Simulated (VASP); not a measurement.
**Sb8H: single point with PBE**

System: Sb8H, a slab with vacuum.

```
CELL_PARAMETERS angstrom
4.30840 0.00000 0.00000
-2.15420 3.73118 0.00000
0.00000 0.00000 28.78321
ATOMIC_POSITIONS crystal
Sb 0.66667 0.33333 0.27794
Sb 0.00000 0.00000 0.33037
Sb 0.33333 0.66667 0.41374
Sb 0.66667 0.33333 0.46750
Sb 0.00000 0.00000 0.54999
Sb 0.33333 0.66667 0.60406
Sb 0.66667 0.33333 0.69879
Sb 0.00000 0.00000 0.75152
H 0.66667 0.33333 0.76404
```

| Item | Value |
| --- | --- |
| Program | VASP 6.6.1 |
| Task | single point |
| Functional | PBE |
| Potentials or basis | VASP PAW PBE potentials, release 64 (Sb, H) |
| Cutoff | 520 eV |
| k mesh | 10 × 10 × 1 |
| Occupations | gaussian, width 0.05 eV |
| Spin | non-collinear spin, zero start, spin-orbit coupling |
| Starting moments | [[0.0, 0.0, 0.0], [0.0, 0.0, 0.0], [0.0, 0.0, 0.0], [0.0, 0.0, 0.0], [0.0, 0.0, 0.0], [0.0, 0.0, 0.0], [0.0, 0.0, 0.0], [0.0, 0.0, 0.0], [0.0, 0.0, 0.0]] μB |

The largest force is 0.312 eV/Å and the net moment is 0.00 μB per cell. The valence electrons inside the program's atomic spheres are Sb 2.40, 2.39, 2.38 (each value once); H 0.50.

Forces on the atoms (eV/Å):
```
Sb   0.000  0.000 -0.308
Sb   0.000  0.000  0.312
Sb   0.000  0.000 -0.037
Sb   0.000  0.000  0.039
Sb   0.000  0.000 -0.042
Sb   0.000  0.000  0.041
Sb   0.000  0.000 -0.046
Sb   0.000  0.000  0.012
H    0.000  0.000  0.029
```

Moments on the atoms (μB; x, y, z):
```
Sb  0.00 0.00 0.00
Sb  0.00 0.00 0.00
Sb  0.00 0.00 0.00
Sb  0.00 0.00 0.00
Sb  0.00 0.00 0.00
Sb  0.00 0.00 0.00
Sb  0.00 0.00 0.00
Sb  0.00 0.00 0.00
H   0.00 0.00 0.00
```

It took 84 min on 1 thread of Intel(R) Xeon(R) Platinum 8488C (Sapphire Rapids), with other jobs on the host, peak memory 1.9 GiB.
